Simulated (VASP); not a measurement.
# Ti3Al5 (P4/mmm) in VASP: further runs, part 3 of 3

VASP 6.6.1. The steps go on from the part before.

### 5 Single point, PBEsol (17.20 Å³/atom)

The input, INCAR:

```
PREC = Accurate
ENCUT = 520
EDIFF = 1E-7
ISMEAR = 0
SIGMA = 0.1
LREAL = F
LASPH = T
NELM = 60
ALGO = Fast
ISIF = 2
LWAVE = F
LCHARG = F
GGA = PS
NBANDS = 36
```

The input, KPOINTS:

```
regular mesh
0
Gamma
  10 10 4
```

The input, POSCAR:

```
Ti3Al5
1.0
    4.0077304430      0.0000000000      0.0000000000
    0.0000000000      4.0077304430      0.0000000000
    0.0000000000      0.0000000000      8.5686329644
Ti Al
3 5
Direct
    0.0000000000      0.0000000000      0.5000000000
    0.5000000000      0.5000000000      0.0000000000
    0.5000000000      0.5000000000      0.5000000000
    0.0000000000      0.5000000000      0.2546407800
    0.0000000000      0.5000000000      0.7453592200
    0.5000000000      0.0000000000      0.2546407800
    0.5000000000      0.0000000000      0.7453592200
    0.0000000000      0.0000000000      0.0000000000
```

Potentials or basis: VASP PAW PBE potentials, release 64 (Ti_sv, Al).

Command:

```console
$ cat potpaw_PBE.64/Ti_sv/POTCAR potpaw_PBE.64/Al/POTCAR > POTCAR
$ mpirun -np 1 vasp_std > vasp.out
```

OUTCAR:

```text
PREC = Accurate
   ENCUT = 520
   EDIFF = 1E-7
   ISMEAR = 0
   LREAL = F
   LASPH = T
   NELM = 60
   ISIF = 2
   GGA = PS

 ion  position               nearest neighbor table
   1  0.000  0.000  0.500-   3 2.83   3 2.83   3 2.83   3 2.83   7 2.90   4 2.90   4 2.90   5 2.90
                             5 2.90   6 2.90   7 2.90   6 2.90
   2  0.500  0.500  0.000-   8 2.83   8 2.83   8 2.83   8 2.83   4 2.96   6 2.96   7 2.96   5 2.96
                             4 2.96   5 2.96   6 2.96   7 2.96
   3  0.500  0.500  0.500-   1 2.83   1 2.83   1 2.83   1 2.83   7 2.90   4 2.90   6 2.90   7 2.90
                             5 2.90   4 2.90   5 2.90   6 2.90
   4  0.000  0.500  0.255-   6 2.83   6 2.83   6 2.83   6 2.83   3 2.90   3 2.90   1 2.90   1 2.90
                             2 2.96   2 2.96   8 2.96   8 2.96
   5  0.000  0.500  0.745-   7 2.83   7 2.83   7 2.83   7 2.83   3 2.90   3 2.90   1 2.90   1 2.90
                             2 2.96   2 2.96   8 2.96   8 2.96
   6  0.500  0.000  0.255-   4 2.83   4 2.83   4 2.83   4 2.83   3 2.90   1 2.90   1 2.90   3 2.90
                             2 2.96   2 2.96   8 2.96   8 2.96
   7  0.500  0.000  0.745-   5 2.83   5 2.83   5 2.83   5 2.83   3 2.90   1 2.90   1 2.90   3 2.90
                             2 2.96   2 2.96   8 2.96   8 2.96
   8  0.000  0.000  0.000-   2 2.83   2 2.83   2 2.83   2 2.83   7 2.96   4 2.96   4 2.96   5 2.96
                             5 2.96   6 2.96   7 2.96   6 2.96

[... 1139 lines left out ...]
     36      11.4087      0.00000

 [... further k-points ...]

------------------------ aborting loop because EDIFF is reached ----------------------------------------

  FORCE on cell =-STRESS in cart. coord.  units (eV):
  Direction    XX          YY          ZZ          XY          YZ          ZX
  --------------------------------------------------------------------------------------
  -------------------------------------------------------------------------------------
  Total       -7.7278587     -7.7278587     -7.7314449      0.0000000      0.0000000      0.0000000
  in kB      -89.9624363    -89.9624363    -90.0041846      0.0000000      0.0000000      0.0000000
  external PRESSURE =     -89.9763524 kB  Pullay stress =       0.0000000 kB

 VOLUME and BASIS-vectors are now :
 -----------------------------------------------------------------------------
  energy-cutoff  :      520.00
  volume of cell :      137.63
      direct lattice vectors                 reciprocal lattice vectors
     4.007730443  0.000000000  0.000000000     0.249517779  0.000000000  0.000000000
     0.000000000  4.007730443  0.000000000     0.000000000  0.249517779  0.000000000
     0.000000000  0.000000000  8.568632964     0.000000000  0.000000000  0.116704730

 POSITION                                       TOTAL-FORCE (eV/Angst)
 -----------------------------------------------------------------------------------
      0.00000      0.00000      4.28432        -0.000000      0.000000      0.000000
      2.00387      2.00387      0.00000        -0.000000      0.000000      0.000000
      2.00387      2.00387      4.28432        -0.000000      0.000000      0.000000
      0.00000      2.00387      2.18192        -0.000000     -0.000000     -0.002047
      0.00000      2.00387      6.38671        -0.000000      0.000000      0.002047
      2.00387      0.00000      2.18192         0.000000      0.000000     -0.002047
      2.00387      0.00000      6.38671        -0.000000      0.000000      0.002047
      0.00000      0.00000      0.00000        -0.000000      0.000000      0.000000
 -----------------------------------------------------------------------------------
    total drift:                                0.000000      0.000000      0.000000

  FREE ENERGIE OF THE ION-ELECTRON SYSTEM (eV)
  ---------------------------------------------------
  free  energy   TOTEN  =       -48.3398782283 eV

  energy  without entropy=      -48.3109659868  energy(sigma->0) =      -48.32542211
```

OSZICAR:

```text
N       E                     dE             d eps       ncg     rms          rms(c)
DAV:   1     0.516830627828E+03    0.51683E+03   -0.22982E+04  4560   0.142E+03
DAV:   2     0.106617378947E+02   -0.50617E+03   -0.49266E+03  4560   0.441E+02
DAV:   3    -0.464170666563E+02   -0.57079E+02   -0.55585E+02  7360   0.128E+02
[... 40 lines left out ...]
RMM:  44    -0.483398778073E+02   -0.25800E-06   -0.30696E-06  5137   0.445E-03    0.357E-03
RMM:  45    -0.483398779890E+02   -0.18173E-06   -0.22165E-06  4847   0.412E-03    0.370E-03
RMM:  46    -0.483398781023E+02   -0.11329E-06   -0.15618E-06  4867   0.390E-03    0.367E-03
RMM:  47    -0.483398781892E+02   -0.86884E-07   -0.12364E-06  4994   0.373E-03    0.364E-03
RMM:  48    -0.483398782283E+02   -0.39142E-07   -0.80259E-07  4751   0.353E-03
   1 F= -.48339878E+02 E0= -.48325422E+02  d E =-.289122E-01
```

stdout:

```text
POSCAR found type information on POSCAR TiAl
 POSCAR found :  2 types and       8 ions
[... 42 lines left out ...]
 num prob  num prob  num prob  num prob WARNING in EDDRMM: call to ZHEGV failed, returncode =   6  3     11
 num prob  num prob  num prob  num prob  num prob  num prob  num prob  num prob  num prob  num prob  num prob  num prob  num prob  num prob  num prob  num prob  num prob  num prob  num prob  num prob  num prob  num prob  num prob  num prob  num prob  num prob  num prob  num prob  num prob  num prob  num prob  num prob  num prob RMM:  42    -0.483
```

Wall time 8.6 min (1 thread of Intel Xeon 6975P-C (Granite Rapids), shared host); peak memory 0.39 GiB.

Results:

| Property | Result |
| --- | --- |
| Free energy | -48.3399 eV |
| Pressure | -9.0 GPa |
| Band gap on the k mesh | zero (an odd number of electrons rules out a gap without spin polarisation) |

Forces in eV/Å, atoms in the order of the input:
```
Ti   0.000  0.000  0.000
Ti   0.000  0.000  0.000
Ti   0.000  0.000  0.000
Al   0.000  0.000 -0.002
Al   0.000  0.000  0.002
Al   0.000  0.000 -0.002
Al   0.000  0.000  0.002
Al   0.000  0.000  0.000
```

Caveat: the cell stands under tension; the PAW data sets were made with another functional, which shifts forces and pressure a little.

### 6 Summary

| task | cell | cutoff (eV) | gap on the mesh (eV) | pressure (GPa) |
| --- | --- | --- | --- | --- |
| relaxation of shape and atoms at fixed volume | relaxed from a = 4.008, b = 4.008, c = 8.567 Å, 8 atoms, atomic positions A | 600 | none | -9.0 |
| single point | a = 3.922, b = 3.922, c = 8.380 Å, 8 atoms, atomic positions B | 520 | none | -3.2 |
| single point | a = 3.959, b = 3.959, c = 8.462 Å, 8 atoms, atomic positions A | 520 | none | -5.9 |
| single point | a = 4.008, b = 4.008, c = 8.569 Å, 8 atoms, atomic positions C | 520 | none | -9.0 |

Alike in all rows: level PBEsol; potentials or basis VASP PAW PBE potentials, release 64 (Ti_sv, Al); no spin polarisation; k mesh 10 × 10 × 4; smearing gaussian 0.1 eV.

Caveats: the PAW data sets were made with another functional, which shifts forces and pressure a little; the cell stands under tension (at least some runs).

Absolute energies hang on the potentials; compare differences alone.
